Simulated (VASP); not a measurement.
AlAs:

```
Al As
1.0
     0.00000    2.83790    2.83790
     2.83790    0.00000    2.83790
     2.83790    2.83790    0.00000
Al As
1 1
Direct
  0.00000 0.00000 0.00000
  0.75000 0.75000 0.75000
```

Base run:

| Item | Value |
| --- | --- |
| Program | VASP 6.6.1 |
| Functional | HSE06 |
| Potentials or basis | VASP PAW PBE potentials, release 64 (Al, As) |
| Cutoff | 400 eV |
| k mesh | 7 × 7 × 7 |
| Occupations | gaussian, width 0.01 eV |
| Spin | no spin polarisation |

Its results: band gap on the k mesh 2.21 eV (least direct gap 2.86 eV); pressure 0.0 GPa.

Problem. The run is repeated on the same cell with these changes: functional from HSE06 to PBE0. What comes out?

Solution. Band gap on the k mesh 2.88 eV (least direct gap 3.50 eV); pressure -0.1 GPa.

Caveats: the PAW data sets were made with another functional, which shifts forces and pressure a little; an odd mesh through Γ misses points on the zone boundary, where band edges can lie.
